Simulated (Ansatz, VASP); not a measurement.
# NiO2 in VASP and in Ansatz

```
CELL_PARAMETERS angstrom
4.38526 0.00000 0.00000
0.00000 4.38526 0.00000
0.00000 0.00000 4.38526
ATOMIC_POSITIONS crystal
Ni 0.00000 0.00000 0.00000
Ni 0.50000 0.50000 0.50000
O 0.25000 0.25000 0.25000
O 0.25000 0.75000 0.75000
O 0.75000 0.75000 0.25000
O 0.75000 0.25000 0.75000
```

Alike in both runs: task single point; functional r2SCAN; k mesh 4 × 4 × 4; occupations gaussian, width 0.1 eV; collinear spin.

|  | VASP | Ansatz |
| --- | --- | --- |
| version | VASP 6.6.1 | Ansatz 0.2.0 |
| potentials or method | VASP PAW PBE potentials, release 64 (Ni, O), cutoff 520 eV | scalar-relativistic, plane waves, PAW |
| valence electrons in the cell | 44 | 60 |

|  | VASP | Ansatz | Ansatz less VASP |
| --- | --- | --- | --- |
| gap on the k mesh at the Fermi level (eV) | none | none | - |
| pressure (GPa) | -15.5 | -15.9 | -0.40 |
| net moment per atom (μB) | 1.33 | 1.33 | 0.000 |
| size of the moment on the site where the two differ most (μB) | 1.88 | 1.92 | +0.038 |

VASP's potentials were made for PBE, not for r2SCAN. Site moments also hang on the region over which each program counts them. A gap of «none» marks a metal or a gap that the smearing closes. VASP's potentials hold 44 valence electrons a cell and Ansatz's 60, so a difference there can come from the potentials and not from the codes. Ansatz's warnings: stability check not made.
